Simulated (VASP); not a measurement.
# TiCo2 (Fd-3m) in VASP: further runs

Runs on TiCo2. Level: LDA. Tasks: single point, relaxation of cell and atoms.

Everything below comes from runs of VASP 6.6.1. Logs are shortened: lines on timing, memory, paths and dates and some standing lists are left out, and cuts for length are marked.

### 1 The cell of the first run

It takes space group Fd-3m (No. 227, cubic). The conventional cell has a = 6.489 Å, b = 6.489 Å, c = 6.489 Å, α = 90.00°, β = 90.00°, γ = 90.00°. Ti (site symmetry -43m) has 12 Co at 2.69 Å and 4 Ti at 2.81 Å within 3.5 Å. Within 3.0 Å of Co (site symmetry -3m) lie 6 Co at 2.29 Å and 6 Ti at 2.69 Å.

### 2 Single point, LDA, collinear spin, ferrimagnetic start

File INCAR:

```
SYSTEM = TiCo2
PREC = Accurate ; ENCUT = 520
EDIFF = 1E-6 ; ISMEAR = 0
SIGMA = 0.1 ; LREAL = .FALSE.
LASPH = .TRUE. ; NELM = 150
ALGO = Fast ; ISIF = 2
LWAVE = .FALSE. ; LCHARG = .FALSE.
ISPIN = 2 ; MAGMOM = -0.03 -0.03 0.12 0.12 0.12 0.12
LORBIT = 11 ; LMAXMIX = 4
NBANDS = 43
```

File KPOINTS:

```
regular mesh
0
G
  6 6 6
  0 0 0
```

File POSCAR:

```
TiCo2
1.0
    0.0000000000      3.2442711160      3.2442711160
    3.2442711160      0.0000000000      3.2442711160
    3.2442711160      3.2442711160      0.0000000000
Ti Co
2 4
Direct
    0.5000000000      0.5000000000      0.5000000000
    0.7500000000      0.7500000000      0.7500000000
    0.1250000000      0.1250000000      0.1250000000
    0.6250000000      0.1250000000      0.1250000000
    0.1250000000      0.1250000000      0.6250000000
    0.1250000000      0.6250000000      0.1250000000
```

Potentials or basis: VASP PAW LDA potentials, release 64 (Ti_sv, Co).

Run with:

```sh
$ cat potpaw_LDA.64/Ti_sv/POTCAR potpaw_LDA.64/Co/POTCAR > POTCAR
$ mpirun -np 1 vasp_std > vasp.out
```

OUTCAR:

```text
SYSTEM = TiCo2
   PREC = Accurate
   ENCUT = 520
   EDIFF = 1E-6
   ISMEAR = 0
   LREAL = .FALSE.
   LASPH = .TRUE.
   NELM = 150
   ISIF = 2
   ISPIN = 2
   LORBIT = 11

 ion  position               nearest neighbor table
   1  0.500  0.500  0.500-   3 2.69   5 2.69   6 2.69   3 2.69   4 2.69   5 2.69   3 2.69   4 2.69
                             6 2.69   4 2.69   5 2.69   6 2.69   2 2.81   2 2.81   2 2.81   2 2.81
   2  0.750  0.750  0.750-   4 2.69   5 2.69   6 2.69   3 2.69   4 2.69   6 2.69   3 2.69   4 2.69
                             5 2.69   3 2.69   5 2.69   6 2.69   1 2.81   1 2.81   1 2.81   1 2.81
   3  0.125  0.125  0.125-   4 2.29   5 2.29   6 2.29   5 2.29   6 2.29   4 2.29   1 2.69   2 2.69
                             1 2.69   2 2.69   1 2.69   2 2.69
   4  0.625  0.125  0.125-   3 2.29   5 2.29   6 2.29   3 2.29   5 2.29   6 2.29   2 2.69   1 2.69
                             1 2.69   2 2.69   2 2.69   1 2.69
   5  0.125  0.125  0.625-   3 2.29   3 2.29   4 2.29   6 2.29   6 2.29   4 2.29   1 2.69   2 2.69
                             1 2.69   2 2.69   1 2.69   2 2.69
   6  0.125  0.625  0.125-   3 2.29   5 2.29   3 2.29   4 2.29   5 2.29   4 2.29   2 2.69   1 2.69
                             2 2.69   2 2.69   1 2.69   1 2.69

  LATTYP: Found a face centered cubic cell.
 ALAT       =     6.4885422320

  Lattice vectors:

 A1 = (   0.0000000000,   3.2442711160,   3.2442711160)
 A2 = (   3.2442711160,   0.0000000000,   3.2442711160)
 A3 = (   3.2442711160,   3.2442711160,   0.0000000000)

Analysis of symmetry for initial positions (statically):
=====================================================================
 Subroutine PRICEL returns:
 Original cell was already a primitive cell.

 Routine SETGRP: Setting up the symmetry group for a
 face centered cubic supercell.

 Subroutine GETGRP returns: Found 48 space group operations
 (whereof 24 operations were pure point group operations)
 out of a pool of 48 trial point group operations.

The static configuration has the point symmetry T_d .
 The point group associated with its full space group is O_h .

Analysis of symmetry for dynamics (positions and initial velocities):
=====================================================================
 Subroutine PRICEL returns:
 Original cell was already a primitive cell.

 Routine SETGRP: Setting up the symmetry group for a
 face centered cubic supercell.

 Subroutine GETGRP returns: Found 48 space group operations
 (whereof 24 operations were pure point group operations)
 out of a pool of 48 trial point group operations.

The dynamic configuration has the point symmetry T_d .
 The point group associated with its full space group is O_h .

Analysis of structural, dynamic, and magnetic symmetry:
=====================================================================
 Subroutine PRICEL returns:
 Original cell was already a primitive cell.

 Routine SETGRP: Setting up the symmetry group for a
 face centered cubic supercell.

 Subroutine GETGRP returns: Found 48 space group operations
 (whereof 24 operations were pure point group operations)
 out of a pool of 48 trial point group operations.

The overall configuration has the point symmetry T_d .
 The point group associated with its full space group is O_h .

 Subroutine INISYM returns: Found 48 space group operations
 (whereof 24 operations are pure point group operations),
 and found     1 'primitive' translations

----------------------------------------------------------------------------------------

                                     Primitive cell

  volume of cell :      68.2938

  direct lattice vectors                    reciprocal lattice vectors
     0.000000000  3.244271116  3.244271116    -0.154117823  0.154117823  0.154117823
     3.244271116  0.000000000  3.244271116     0.154117823 -0.154117823  0.154117823
     3.244271116  3.244271116  0.000000000     0.154117823  0.154117823 -0.154117823

  length of vectors
     4.588092212  4.588092212  4.588092212     0.266939899  0.266939899  0.266939899

  position of ions in fractional coordinates (direct lattice)
     0.500000000  0.500000000  0.500000000
     0.750000000  0.750000000  0.750000000
     0.125000000  0.125000000  0.125000000
     0.625000000  0.125000000  0.125000000
     0.125000000  0.125000000  0.625000000
     0.125000000  0.625000000  0.125000000

  ion indices of the primitive-cell ions
   primitive index   ion index
                 1           1
                 2           2
                 3           3
                 4           4
                 5           5
                 6           6

----------------------------------------------------------------------------------------

 KPOINTS: regular mesh

Automatic generation of k-mesh.
 Grid dimensions read from file:
 generate k-points for:    6    6    6

 Generating k-lattice:

  Cartesian coordinates                     Fractional coordinates (reciprocal lattice)
    -0.025686304  0.025686304  0.025686304     0.166666667  0.000000000  0.000000000
     0.025686304 -0.025686304  0.025686304     0.000000000  0.166666667  0.000000000
     0.025686304  0.025686304 -0.025686304     0.000000000  0.000000000  0.166666667

  Length of vectors
     0.044489983  0.044489983  0.044489983

  Shift w.r.t. Gamma in fractional coordinates (k-lattice)
     0.000000000  0.000000000  0.000000000

 Subroutine IBZKPT returns following result:
 ===========================================

 Found     16 irreducible k-points:

 Following reciprocal coordinates:
            Coordinates               Weight
  0.000000  0.000000  0.000000      1.000000
  0.166667  0.000000  0.000000      8.000000
  0.333333  0.000000  0.000000      8.000000
  0.500000  0.000000  0.000000      4.000000
  0.166667  0.166667  0.000000      6.000000
  0.333333  0.166667  0.000000     24.000000
[... 8 lines left out ...]
 -0.333333  0.333333  0.166667     24.000000
 -0.333333  0.500000  0.166667     12.000000
   k-points           NKPTS =     16   k-points in BZ     NKDIM =     16   number of bands    NBANDS=     43
   number of dos      NEDOS =    301   number of ions     NIONS =      6
   total plane-waves  NPLWV =  46656
   dimension x,y,z NGX =    36 NGY =   36 NGZ =   36
   dimension x,y,z NGXF=    72 NGYF=   72 NGZF=   72
   ions per type =               2   4
   NGX,Y,Z   is equivalent  to a cutoff of  13.04, 13.04, 13.04 a.u.
   NGXF,Y,Z  is equivalent  to a cutoff of  26.09, 26.09, 26.09 a.u.
 SYSTEM =  TiCo2
   PREC   = accura    normal or accurate (medium, high low for compatibility)
   ISTART =      0    job   : 0-new  1-cont  2-samecut
   ICHARG =      2    charge: 1-file 2-atom 10-const
   ISPIN  =      2    spin polarized calculation?
   LNONCOLLINEAR =      F non collinear calculations
   LSORBIT =      F    spin-orbit coupling
   LASPH  =      T    aspherical Exc in radial PAW
   ENCUT  =  520.0 eV  38.22 Ry    6.18 a.u.   8.53  8.53  8.53*2*pi/ulx,y,z
   NELM   =    150;   NELMIN=  2; NELMDL= -5     # of ELM steps
   EDIFF  = 0.1E-05   stopping-criterion for ELM
   LREAL  =      F    real-space projection
   EDIFFG = 0.1E-04   stopping-criterion for IOM
   NSW    =      0    number of steps for IOM
   IBRION =     -1    ionic relax: 0-MD 1-quasi-New 2-CG
   NFREE  =      0    steps in history (QN), initial steepest desc. (CG)
   ISIF   =      2    stress and relaxation
   ISYM   =      2    0-nonsym 1-usesym 2-fastsym
   POTIM  = 0.5000    time-step for ionic-motion
   TEBEG  =    0.0;   TEEND  =   0.0 temperature during run
   PSTRESS=    0.0 pullay stress
   NELECT =      60.0000    total number of electrons
   NUPDOWN=      -1.0000    fix difference up-down
   EMIN   =  10.00;   EMAX   =-10.00  energy-range for DOS
   EFERMI =   0.00;   METHOD = LEGACY
   ISMEAR =     0;   SIGMA  =   0.10  broadening in eV -4-tet -1-fermi 0-gaus
   EFERMI_NEDOS =   21; number of points for ismear=-14 and -15
   IALGO  =     68    algorithm
   IMIX   =      4    mixing-type and parameters
     AMIX     =   0.40;   BMIX     =  1.00
     AMIX_MAG =   1.60;   BMIX_MAG =  1.00
  volume/ion in A,a.u.               =      11.38        76.81
  Fermi-wavevector in a.u.,A,eV,Ry     =   1.567947  2.962991 33.449359  2.458459
  Thomas-Fermi vector in A             =   2.670051
   LORBIT       =     11    0 simple, 1 ext, 2 COOP (PROOUT), +10 PAW based schemes
   GGA     = CA    functional components
   LHFCALC =     F    Hartree Fock is set to
   AEXX    =    0.0000 exact exchange contribution
   IVDW    =     0    specifies the selected vdW correction
   LEPSILON=     F    determine dielectric tensor
   LRPA    =     F    only Hartree local field effects (RPA)
 spin polarized calculation
 RMM-DIIS sequential band-by-band and
 Gauss-broadening in eV      SIGMA  =   0.10
  energy-cutoff  :      520.00
  volume of cell :       68.29
 maximum number of plane-waves:      1868
 NGX is ok and might be reduce to    36
   NGX = 17   NGY = 17   NGZ = 17

 number of electron      60.0000017 magnetization       0.0000037

 Free energy of the ion-electron system (eV)
  ---------------------------------------------------
  ext. energy  EPLUGINS =         0.00000000
  ---------------------------------------------------
  free energy    TOTEN  =       -52.11214433 eV

  energy without entropy =      -52.06653005  energy(sigma->0) =      -52.08933719

 E-fermi :  10.9444     XC(G=0): -13.6431

 val. band max:       10.9380838907   @ k =  -0.3333   0.1667   0.0000
 cond. band min:      10.9457570292   @ k =  -0.3333   0.3333   0.1667
 fundamental gap:      0.0076731385
 Fermi energy:        10.9443902172

 spin component 1

 k-point     1 :       0.0000    0.0000    0.0000
  band No.  band energies     occupation
      1     -45.3954      1.00000
      2     -45.2675      1.00000
      3     -22.1130      1.00000
      4     -22.1130      1.00000
      5     -22.1130      1.00000
      6     -21.8551      1.00000
[... 34 lines left out ...]
     41      17.0301      0.00000
     42      17.0301      0.00000
[... 633 lines left out ...]
      1     -45.3313      1.00000
      2     -45.3313      1.00000
      3     -22.1714      1.00000
      4     -22.1714      1.00000
      5     -21.9861      1.00000
      6     -21.9861      1.00000
[... 34 lines left out ...]
     41      13.5578      0.00000
     42      13.5579      0.00000
 Fermi energy:        10.9443902172

 spin component 2

 k-point     1 :       0.0000    0.0000    0.0000
  band No.  band energies     occupation
      1     -45.3955      1.00000
      2     -45.2675      1.00000
      3     -22.1130      1.00000
      4     -22.1130      1.00000
      5     -22.1130      1.00000
      6     -21.8551      1.00000
[... 34 lines left out ...]
     41      17.0301      0.00000
     42      17.0301      0.00000
[... 633 lines left out ...]
      1     -45.3313      1.00000
      2     -45.3313      1.00000
      3     -22.1714      1.00000
      4     -22.1714      1.00000
      5     -21.9861      1.00000
      6     -21.9861      1.00000
[... 34 lines left out ...]
     41      13.5578      0.00000
     42      13.5579      0.00000
 [bands above 42 left out]

------------------------ aborting loop because EDIFF is reached ----------------------------------------

  FORCE on cell =-STRESS in cart. coord.  units (eV):
  Direction    XX          YY          ZZ          XY          YZ          ZX
  --------------------------------------------------------------------------------------
  -------------------------------------------------------------------------------------
  Total       -0.2749841     -0.2749841     -0.2749841      0.0000000      0.0000000     -0.0000000
  in kB       -6.4511437     -6.4511437     -6.4511437      0.0000000      0.0000000     -0.0000000
  external PRESSURE =      -6.4511437 kB  Pullay stress =       0.0000000 kB

 VOLUME and BASIS-vectors are now :
 -----------------------------------------------------------------------------
  energy-cutoff  :      520.00
  volume of cell :       68.29
      direct lattice vectors                 reciprocal lattice vectors
     0.000000000  3.244271116  3.244271116    -0.154117823  0.154117823  0.154117823
     3.244271116  0.000000000  3.244271116     0.154117823 -0.154117823  0.154117823
     3.244271116  3.244271116  0.000000000     0.154117823  0.154117823 -0.154117823

 POSITION                                       TOTAL-FORCE (eV/Angst)
 -----------------------------------------------------------------------------------
      3.24427      3.24427      3.24427         0.000000      0.000000      0.000000
      4.86641      4.86641      4.86641        -0.000000     -0.000000     -0.000000
      0.81107      0.81107      0.81107        -0.000000      0.000000      0.000000
      0.81107      2.43320      2.43320        -0.000000      0.000000      0.000000
      2.43320      2.43320      0.81107        -0.000000      0.000000      0.000000
      2.43320      0.81107      2.43320        -0.000000      0.000000      0.000000
 -----------------------------------------------------------------------------------
    total drift:                                0.000000      0.000000      0.000000

  FREE ENERGIE OF THE ION-ELECTRON SYSTEM (eV)
  ---------------------------------------------------
  free  energy   TOTEN  =       -52.1121443250 eV

  energy  without entropy=      -52.0665300463  energy(sigma->0) =      -52.08933719

 total charge

# of ion       s       p       d       tot
------------------------------------------
    1        2.236   6.174   1.912  10.323
    2        2.236   6.174   1.912  10.323
    3        0.582   0.630   7.394   8.606
    4        0.582   0.630   7.394   8.606
    5        0.582   0.630   7.394   8.606
    6        0.582   0.630   7.394   8.606
--------------------------------------------------
tot          6.801  14.866  33.402  55.068

 magnetization (x)

# of ion       s       p       d       tot
------------------------------------------
    1       -0.000  -0.000  -0.000  -0.000
    2       -0.000  -0.000  -0.000  -0.000
    3        0.000  -0.000   0.000   0.000
    4        0.000  -0.000   0.000   0.000
    5        0.000  -0.000   0.000   0.000
    6        0.000  -0.000   0.000   0.000
--------------------------------------------------
tot         -0.000  -0.000   0.000   0.000
```

It took 2.9 min on 1 thread of Intel Xeon Platinum 8488C (Sapphire Rapids), shared host; peak memory 0.22 GiB.

What came out:

```
Free energy                                           : -52.1121 eV
Pressure                                              : -0.6 GPa
Band gap on the k mesh                                : zero (filled and empty bands overlap)
Net moment                                            : 0.00 μB per cell
Valence electrons inside the program's atomic spheres : Ti 10.32; Co 8.61
```

Levels at points of the mesh, in eV from the Fermi level:
Spin up:
| k point | band 27 | band 28 | band 29 | band 30 | band 31 | band 32 | band 33 | band 34 |
| --- | --- | --- | --- | --- | --- | --- | --- | --- |
| (0.00, 0.00, 0.00) | -0.69 | -0.69 | -0.61 | -0.61 | -0.61 | 0.88 | 0.88 | 0.88 |
| (0.50, 0.00, 0.00) | -0.67 | -0.41 | -0.41 | 0.10 | 0.10 | 0.59 | 0.59 | 0.88 |
| (0.50, 0.50, 0.00) | -0.62 | -0.62 | -0.57 | -0.57 | -0.03 | -0.03 | 0.93 | 0.93 |
Spin down:
```
           k point  band 27  band 28  band 29  band 30  band 31  band 32  band 33  band 34
(0.00, 0.00, 0.00)    -0.69    -0.69    -0.61    -0.61    -0.61     0.88     0.88     0.88
(0.50, 0.00, 0.00)    -0.67    -0.41    -0.41     0.10     0.10     0.59     0.59     0.88
(0.50, 0.50, 0.00)    -0.62    -0.62    -0.57    -0.57    -0.03    -0.03     0.93     0.93
```

### 3 Single point, LDA, collinear spin, ferromagnetic start

This run uses another cell than the first one, of 12.55 Å³/atom, 1.103 times its volume.

File INCAR:

```
PREC     = Accurate       # precision mode
ENCUT    = 520            # plane-wave cutoff, eV
EDIFF    = 1E-6           # SCF threshold, eV
ISMEAR   = 0              # smearing method
SIGMA    = 0.1            # smearing width, eV
LREAL    = False          # projectors in reciprocal space
LASPH    = True           # aspherical terms in the spheres
NELM     = 150            # most SCF steps
ALGO     = Normal         # electronic algorithm
ISIF     = 2              # what is computed and relaxed
LWAVE    = False          # write WAVECAR
LCHARG   = False          # write CHGCAR
ISPIN    = 2              # spin polarisation
MAGMOM   = 0 0 3 3 3 3    # initial moments
LORBIT   = 11             # projections on sites
LMAXMIX  = 4              # l up to which the mixer works
NBANDS   = 43             # bands
```

File KPOINTS:

```
Automatic mesh
0
Gamma
  6 6 6
```

POSCAR, as its differences from that of step 2:

```diff
@@ -2,5 +2,5 @@
 1.0
-    0.0000000000      3.2442711160      3.2442711160
-    3.2442711160      0.0000000000      3.2442711160
-    3.2442711160      3.2442711160      0.0000000000
+    0.0000000000      3.3520000000      3.3520000000
+    3.3520000000      0.0000000000      3.3520000000
+    3.3520000000      3.3520000000      0.0000000000
 Ti Co
```

Potentials or basis: VASP PAW LDA potentials, release 64 (Ti_sv, Co).

Run with:

```sh
$ cat potpaw_LDA.64/Ti_sv/POTCAR potpaw_LDA.64/Co/POTCAR > POTCAR
$ mpirun -np 1 vasp_std > vasp.out
```

Run time: 2.9 min. Hardware: 1 thread of Intel Xeon Platinum 8488C (Sapphire Rapids), shared host; peak memory 0.21 GiB.

Results (log left out):

| Property | Result |
| --- | --- |
| Free energy | -51.6221 eV |
| Pressure | -20.0 GPa |
| Band gap on the k mesh | zero (filled and empty bands overlap) |
| Net moment | 0.00 μB per cell |
| Valence electrons inside the program's atomic spheres | Ti 10.19; Co 8.40 |

Levels at points of the mesh, in eV from the Fermi level:
Spin up:
```tsv
k point	band 28	band 29	band 30	band 31	band 32	band 33
(0.00, 0.00, 0.00)	-0.59	-0.52	-0.52	-0.52	0.75	0.75
(0.50, 0.00, 0.00)	-0.36	-0.36	0.12	0.12	0.54	0.54
(0.50, 0.50, 0.00)	-0.54	-0.49	-0.49	-0.03	-0.03	0.83
```
Spin down:
| k point | band 28 | band 29 | band 30 | band 31 | band 32 | band 33 |
| --- | --- | --- | --- | --- | --- | --- |
| (0.00, 0.00, 0.00) | -0.59 | -0.52 | -0.52 | -0.52 | 0.75 | 0.75 |
| (0.50, 0.00, 0.00) | -0.36 | -0.36 | 0.12 | 0.12 | 0.54 | 0.54 |
| (0.50, 0.50, 0.00) | -0.54 | -0.49 | -0.49 | -0.03 | -0.03 | 0.83 |

Caveat: the starting moments collapsed, and a magnetic state may lie lower.

(Continued in part 2 of 2.)
